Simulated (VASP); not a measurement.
# Ta3S4 (R-3m) in VASP: single point with PBE

Aim: the single point of Ta3S4 with PBE.

Everything below comes from runs of VASP 6.6.1. Logs are shortened: lines on timing, memory, paths and dates and some standing lists are left out, and cuts for length are marked.

### 1 The cell of the first run

Symmetry: R-3m, No. 166, trigonal system. Conventional cell: a = 3.601 Å, b = 3.601 Å, c = 35.693 Å, α = 90.00°, β = 90.00°, γ = 120.00°. Within 3.3 Å of Ta (site symmetry -3m) lie 6 S at 2.47 Å. Ta (site symmetry 3m) has 6 S at 2.51 to 2.53 Å within 3.3 Å. S (site symmetry 3m) has 3 Ta at 2.51 Å within 3.3 Å. S (site symmetry 3m) has 6 Ta at 2.47 to 2.53 Å and 12 S at 3.38 to 3.60 Å within 3.7 Å.

### 2 Single point, PBE

The input, INCAR:

```
SYSTEM = Ta3S4
PREC = Accurate
ENCUT = 520
EDIFF = 1E-6
ISMEAR = 0
SIGMA = 0.1
LREAL = .False.
LASPH = .True.
NELM = 100
ALGO = Normal
ISIF = 2
LWAVE = .False.
LCHARG = .False.
GGA = PE
NBANDS = 38
```

The input, KPOINTS:

```
regular mesh
0
Gamma
  6 6 6
  0 0 0
```

The input, POSCAR:

```
Ta3S4
1.0
    1.8005054940      1.0395223316     11.8977873460
   -1.8005054940      1.0395223316     11.8977873460
    0.0000000000     -2.0790446632     11.8977873460
Ta S
3 4
Direct
    0.0000000000      0.0000000000      0.0000000000
    0.5892293933      0.5892293933      0.5892293933
    0.4107706067      0.4107706067      0.4107706067
    0.8833905677      0.8833905677      0.8833905677
    0.1166094323      0.1166094323      0.1166094323
    0.7039550973      0.7039550973      0.7039550973
    0.2960449027      0.2960449027      0.2960449027
```

Potentials or basis: VASP PAW PBE potentials, release 64 (Ta_pv, S).

On the command line:

```console
> cat potpaw_PBE.64/Ta_pv/POTCAR potpaw_PBE.64/S/POTCAR > POTCAR
> mpirun -np 1 vasp_std > vasp.out
```

OUTCAR:

```text
SYSTEM = Ta3S4
   PREC = Accurate
   ENCUT = 520
   EDIFF = 1E-6
   ISMEAR = 0
   LREAL = .False.
   LASPH = .True.
   NELM = 100
   ISIF = 2
   GGA = PE

 ion  position               nearest neighbor table
   1  0.000  0.000  0.000-   6 2.47   7 2.47   6 2.47   6 2.47   7 2.47   7 2.47   3 3.46   2 3.46
                             3 3.46   2 3.46   3 3.46   2 3.46
   2  0.589  0.589  0.589-   4 2.51   4 2.51   4 2.51   7 2.53   7 2.53   7 2.53   1 3.46   1 3.46
                             1 3.46
   3  0.411  0.411  0.411-   5 2.51   5 2.51   5 2.51   6 2.53   6 2.53   6 2.53   1 3.46   1 3.46
                             1 3.46
   4  0.883  0.883  0.883-   2 2.51   2 2.51   2 2.51
   5  0.117  0.117  0.117-   3 2.51   3 2.51   3 2.51
   6  0.704  0.704  0.704-   1 2.47   1 2.47   1 2.47   3 2.53   3 2.53   3 2.53
   7  0.296  0.296  0.296-   1 2.47   1 2.47   1 2.47   2 2.53   2 2.53   2 2.53

  LATTYP: Found a trigonal (rhomboedric) cell.
 ALAT       =    12.0780698144
 COS(alpha) =     0.9555549063

  Lattice vectors:

 A1 = (   1.8005054940,   1.0395223316,  11.8977873460)
 A2 = (  -1.8005054940,   1.0395223316,  11.8977873460)
 A3 = (   0.0000000000,  -2.0790446632,  11.8977873460)

Analysis of symmetry for initial positions (statically):
=====================================================================
 Subroutine PRICEL returns:
 Original cell was already a primitive cell.

 Routine SETGRP: Setting up the symmetry group for a
 trigonal (rhombohedral) supercell.

 Subroutine GETGRP returns: Found 12 space group operations
 (whereof 12 operations were pure point group operations)
 out of a pool of 12 trial point group operations.

The static configuration has the point symmetry D_3d.

Analysis of symmetry for dynamics (positions and initial velocities):
=====================================================================
 Subroutine PRICEL returns:
 Original cell was already a primitive cell.

 Routine SETGRP: Setting up the symmetry group for a
 trigonal (rhombohedral) supercell.

 Subroutine GETGRP returns: Found 12 space group operations
 (whereof 12 operations were pure point group operations)
 out of a pool of 12 trial point group operations.

The dynamic configuration has the point symmetry D_3d.

 Subroutine INISYM returns: Found 12 space group operations
 (whereof 12 operations are pure point group operations),
 and found     1 'primitive' translations

----------------------------------------------------------------------------------------

                                     Primitive cell

  volume of cell :     133.6121

  direct lattice vectors                    reciprocal lattice vectors
     1.800505494  1.039522332 11.897787346     0.277699791  0.160330049  0.028016414
    -1.800505494  1.039522332 11.897787346    -0.277699791  0.160330049  0.028016414
     0.000000000 -2.079044663 11.897787346     0.000000000 -0.320660099  0.028016414

  length of vectors
    12.078069814 12.078069814 12.078069814     0.321881684  0.321881684  0.321881684

  position of ions in fractional coordinates (direct lattice)
     0.000000000  0.000000000  0.000000000
     0.589229393  0.589229393  0.589229393
     0.410770607  0.410770607  0.410770607
     0.883390568  0.883390568  0.883390568
     0.116609432  0.116609432  0.116609432
     0.703955097  0.703955097  0.703955097
     0.296044903  0.296044903  0.296044903

  ion indices of the primitive-cell ions
   primitive index   ion index
                 1           1
                 2           2
                 3           3
                 4           4
                 5           5
                 6           6
                 7           7

----------------------------------------------------------------------------------------

 KPOINTS: regular mesh

Automatic generation of k-mesh.
 Grid dimensions read from file:
 generate k-points for:    6    6    6

 Generating k-lattice:

  Cartesian coordinates                     Fractional coordinates (reciprocal lattice)
     0.046283299  0.026721675  0.004669402     0.166666667 -0.000000000 -0.000000000
    -0.046283299  0.026721675  0.004669402    -0.000000000  0.166666667 -0.000000000
     0.000000000 -0.053443350  0.004669402    -0.000000000 -0.000000000  0.166666667

  Length of vectors
     0.053646947  0.053646947  0.053646947

  Shift w.r.t. Gamma in fractional coordinates (k-lattice)
     0.000000000  0.000000000  0.000000000

 Subroutine IBZKPT returns following result:
 ===========================================

 Found     32 irreducible k-points:

 Following reciprocal coordinates:
            Coordinates               Weight
  0.000000  0.000000  0.000000      1.000000
  0.166667  0.000000 -0.000000      6.000000
  0.333333  0.000000  0.000000      6.000000
  0.500000 -0.000000 -0.000000      3.000000
  0.166667  0.166667 -0.000000      6.000000
  0.333333  0.166667 -0.000000     12.000000
[... 16 lines left out ...]
  0.500000  0.500000  0.166667      6.000000
 -0.333333  0.500000  0.166667     12.000000
 [... further k-points ...]
   k-points           NKPTS =     32   k-points in BZ     NKDIM =     32   number of bands    NBANDS=     38
   number of dos      NEDOS =    301   number of ions     NIONS =      7
   total plane-waves  NPLWV = 729000
   dimension x,y,z NGX =    90 NGY =   90 NGZ =   90
   dimension x,y,z NGXF=   180 NGYF=  180 NGZF=  180
   ions per type =               3   4
   NGX,Y,Z   is equivalent  to a cutoff of  12.39, 12.39, 12.39 a.u.
   NGXF,Y,Z  is equivalent  to a cutoff of  24.78, 24.78, 24.78 a.u.
 SYSTEM =  Ta3S4
   PREC   = accura    normal or accurate (medium, high low for compatibility)
   ISTART =      0    job   : 0-new  1-cont  2-samecut
   ICHARG =      2    charge: 1-file 2-atom 10-const
   ISPIN  =      1    spin polarized calculation?
   LNONCOLLINEAR =      F non collinear calculations
   LSORBIT =      F    spin-orbit coupling
   LASPH  =      T    aspherical Exc in radial PAW
   ENCUT  =  520.0 eV  38.22 Ry    6.18 a.u.  22.46 22.46 22.46*2*pi/ulx,y,z
   NELM   =    100;   NELMIN=  2; NELMDL= -5     # of ELM steps
   EDIFF  = 0.1E-05   stopping-criterion for ELM
   LREAL  =      F    real-space projection
   EDIFFG = 0.1E-04   stopping-criterion for IOM
   NSW    =      0    number of steps for IOM
   IBRION =     -1    ionic relax: 0-MD 1-quasi-New 2-CG
   NFREE  =      0    steps in history (QN), initial steepest desc. (CG)
   ISIF   =      2    stress and relaxation
   ISYM   =      2    0-nonsym 1-usesym 2-fastsym
   POTIM  = 0.5000    time-step for ionic-motion
   TEBEG  =    0.0;   TEEND  =   0.0 temperature during run
   PSTRESS=    0.0 pullay stress
   NELECT =      57.0000    total number of electrons
   NUPDOWN=      -1.0000    fix difference up-down
   EMIN   =  10.00;   EMAX   =-10.00  energy-range for DOS
   EFERMI =   0.00;   METHOD = LEGACY
   ISMEAR =     0;   SIGMA  =   0.10  broadening in eV -4-tet -1-fermi 0-gaus
   EFERMI_NEDOS =   21; number of points for ismear=-14 and -15
   IALGO  =     38    algorithm
   IMIX   =      4    mixing-type and parameters
     AMIX     =   0.40;   BMIX     =  1.00
     AMIX_MAG =   1.60;   BMIX_MAG =  1.00
  volume/ion in A,a.u.               =      19.09       128.81
  Fermi-wavevector in a.u.,A,eV,Ry     =   1.232399  2.328896 20.664615  1.518806
  Thomas-Fermi vector in A             =   2.367170
   LORBIT       =      0    0 simple, 1 ext, 2 COOP (PROOUT), +10 PAW based schemes
   GGA     = PE    functional components
   LHFCALC =     F    Hartree Fock is set to
   AEXX    =    0.0000 exact exchange contribution
   IVDW    =     0    specifies the selected vdW correction
   LEPSILON=     F    determine dielectric tensor
   LRPA    =     F    only Hartree local field effects (RPA)
 non-spin polarized calculation
 Gauss-broadening in eV      SIGMA  =   0.10
  energy-cutoff  :      520.00
  volume of cell :      133.61
 maximum number of plane-waves:      3638
 NGX is ok and might be reduce to    90
   NGX = 45   NGY = 45   NGZ = 45

 number of electron      57.0000000 magnetization

 Free energy of the ion-electron system (eV)
  ---------------------------------------------------
  ext. energy  EPLUGINS =         0.00000000
  ---------------------------------------------------
  free energy    TOTEN  =       -55.58024372 eV

  energy without entropy =      -55.55998788  energy(sigma->0) =      -55.57011580

 E-fermi :   6.3648     XC(G=0): -10.6350

 val. band max:        6.3507588126   @ k =   0.5000   0.3333   0.1667
 cond. band min:       6.3762804050   @ k =   0.5000   0.3333   0.3333
 fundamental gap:      0.0255215924
 Fermi energy:         6.3648398148

 k-point     1 :       0.0000    0.0000    0.0000
  band No.  band energies     occupation
      1     -29.4942      2.00000
      2     -29.3517      2.00000
      3     -29.3517      2.00000
      4     -29.3211      2.00000
      5     -29.3211      2.00000
      6     -29.3152      2.00000
[... 30 lines left out ...]
     37       9.3130      0.00000
     38       9.3469      0.00000

 k-point     2 :       0.1667    0.0000   -0.0000
  band No.  band energies     occupation
      1     -29.4851      2.00000
      2     -29.3962      2.00000
      3     -29.3641      2.00000
      4     -29.3560      2.00000
      5     -29.3483      2.00000
      6     -29.3295      2.00000
[... 30 lines left out ...]
     37       8.7353      0.00000
     38       9.1264      0.00000

 k-point     3 :       0.3333    0.0000    0.0000
  band No.  band energies     occupation
      1     -29.4949      2.00000
      2     -29.4695      2.00000
      3     -29.4286      2.00000
      4     -29.3874      2.00000
      5     -29.3863      2.00000
      6     -29.3461      2.00000
[... 30 lines left out ...]
     37       9.3008      0.00000
     38       9.3198      0.00000

 k-point     4 :       0.5000   -0.0000   -0.0000
  band No.  band energies     occupation
      1     -29.5308      2.00000
      2     -29.4897      2.00000
      3     -29.4639      2.00000
      4     -29.3986      2.00000
      5     -29.3879      2.00000
      6     -29.3544      2.00000
[... 30 lines left out ...]
     37       9.2120      0.00000
     38       9.3782      0.00000
[... 703 lines left out ...]
      4     -29.4179      2.00000
      5     -29.3895      2.00000
      6     -29.3627      2.00000
[... 30 lines left out ...]
     37       9.0456      0.00000
     38       9.6629      0.00000

 k-point    23 :       0.5000    0.5000    0.1667
  band No.  band energies     occupation
      1     -29.4949      2.00000
      2     -29.4695      2.00000
      3     -29.4286      2.00000
      4     -29.3874      2.00000
      5     -29.3863      2.00000
      6     -29.3461      2.00000
[... 30 lines left out ...]
     37       9.1901      0.00000
     38       9.3179      0.00000

 k-point    24 :      -0.3333    0.5000    0.1667
  band No.  band energies     occupation
      1     -29.5074      2.00000
      2     -29.4809      2.00000
      3     -29.4478      2.00000
      4     -29.4179      2.00000
      5     -29.3895      2.00000
      6     -29.3627      2.00000
[... 30 lines left out ...]
     37       9.0775      0.00000
     38       9.7237      0.00000

 [... further k-points ...]

------------------------ aborting loop because EDIFF is reached ----------------------------------------

  FORCE on cell =-STRESS in cart. coord.  units (eV):
  Direction    XX          YY          ZZ          XY          YZ          ZX
  --------------------------------------------------------------------------------------
  -------------------------------------------------------------------------------------
  Total        0.1356673      0.1356673      0.1509364      0.0000000     -0.0000000      0.0000000
  in kB        1.6268218      1.6268218      1.8099175      0.0000000     -0.0000000      0.0000000
  external PRESSURE =       1.6878537 kB  Pullay stress =       0.0000000 kB

 VOLUME and BASIS-vectors are now :
 -----------------------------------------------------------------------------
  energy-cutoff  :      520.00
  volume of cell :      133.61
      direct lattice vectors                 reciprocal lattice vectors
     1.800505494  1.039522332 11.897787346     0.277699791  0.160330049  0.028016414
    -1.800505494  1.039522332 11.897787346    -0.277699791  0.160330049  0.028016414
     0.000000000 -2.079044663 11.897787346     0.000000000 -0.320660099  0.028016414

 POSITION                                       TOTAL-FORCE (eV/Angst)
 -----------------------------------------------------------------------------------
      0.00000      0.00000      0.00000         0.000000      0.000000     -0.000000
      0.00000      0.00000     21.03158         0.000000     -0.000000     -0.036886
      0.00000      0.00000     14.66178         0.000000      0.000000      0.036886
      0.00000      0.00000     31.53118         0.000000     -0.000000      0.008548
      0.00000      0.00000      4.16218         0.000000     -0.000000     -0.008548
      0.00000      0.00000     25.12652         0.000000      0.000000     -0.011426
      0.00000      0.00000     10.56684         0.000000     -0.000000      0.011426
 -----------------------------------------------------------------------------------
    total drift:                                0.000000      0.000000     -0.000000

  FREE ENERGIE OF THE ION-ELECTRON SYSTEM (eV)
  ---------------------------------------------------
  free  energy   TOTEN  =       -55.5802437166 eV

  energy  without entropy=      -55.5599878816  energy(sigma->0) =      -55.57011580
```

Wall time 26 min (1 thread of Intel Xeon 6975P-C (Granite Rapids), shared host); peak memory 1.3 GiB.

What came out:

```
Free energy            : -55.5802 eV
Pressure               : 0.2 GPa
Largest force          : 0.037 eV/Å
Band gap on the k mesh : zero (an odd number of electrons rules out a gap without spin polarisation)
```

Forces on the atoms (eV/Å):
```
Ta   0.000  0.000  0.000
Ta   0.000  0.000 -0.037
Ta   0.000  0.000  0.037
S    0.000  0.000  0.009
S    0.000  0.000 -0.009
S    0.000  0.000 -0.011
S    0.000  0.000  0.011
```

Caveat: spin-orbit coupling is left out, which moves the levels of the heavy elements.

The gap in the log of VASP goes by the Fermi energy; the results here count the filled bands.